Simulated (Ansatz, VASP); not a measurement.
SiW in VASP and in Ansatz

INCAR

```
SYSTEM = SiW
PREC = Accurate ; ENCUT = 520
EDIFF = 1E-6 ; ISMEAR = -1
SIGMA = 0.08 ; LREAL = .False.
LASPH = .True. ; NELM = 100
ALGO = Normal ; ISIF = 2
LWAVE = .False. ; LCHARG = .False.
GGA = PE ; NBANDS = 16
```

Contents of KPOINTS:

```
Automatic mesh
0
Gamma
  11 11 11
  0 0 0
```

Contents of POSCAR:

```
SiW
1.0
    0.0000000000      2.0572582348      2.0572582348
    2.0572582348      0.0000000000      2.0572582348
    2.0572582348      2.0572582348      0.0000000000
W Si
1 1
Direct
    0.0000000000      0.0000000000      0.0000000000
    0.2500000000      0.2500000000      0.2500000000
```

Input for Ansatz:

```yaml
crystal:
  lattice:
    - [0.0, 2.0572582348, 2.0572582348]
    - [2.0572582348, 0.0, 2.0572582348]
    - [2.0572582348, 2.0572582348, 0.0]
  atoms:
    - { symbol: W, position: [0.0, 0.0, 0.0] }
    - { symbol: Si, position: [0.25, 0.25, 0.25] }
kpoints:
  mp_grid: { grid: [11, 11, 11] }
  band_path:
    path:
      - [0.0, 0.0, 0.0]
      - [-0.5, -0.5, 0.0]
      - [-0.375, -0.375, 0.25]
      - [-0.375, 0.0, 0.375]
      - [0.0, 0.0, 0.0]
      - [0.0, 0.0, 0.5]
      - [-0.5, -0.25, 0.25]
      - [-0.5, -0.5, 0.0]
    npoints: 8
scf:
  occupations: { method: fermi_dirac, width: 0.08 }
hamiltonian:
  xc: pbe
  pseudopotentials: { kind: all_electron, lapw: { basis_error: 0.001 } }
output:
  forces: true
  stress: true
  eigenvalues: true
  populations: true
  dos: { projected: true, de: 0.2, e_range: [-14, 8] }
```

Change from the starting cell: volume scaled by 0.4, LAPW.

Alike in both runs: task single point; functional PBE; k mesh 11 × 11 × 11; occupations fermi-dirac, width 0.08 eV; no spin polarisation.

|  | VASP | Ansatz |
| --- | --- | --- |
| version | VASP 6.6.1 | Ansatz 0.2.0 |
| potentials or method | VASP PAW PBE potentials, release 64 (W_sv, Si), cutoff 520 eV | all-electron LAPW, scalar-relativistic |

```tsv
	VASP	Ansatz	Ansatz less VASP
pressure (GPa)	542.1	532.6	-9.50
```

Both programs put the cell under a high pressure, so it lies far from rest at this level. Ansatz ran all-electron here, and VASP with PAW potentials.

Spin-orbit coupling is off throughout. Noted on VASP's run: the cell as given lies far from equilibrium.
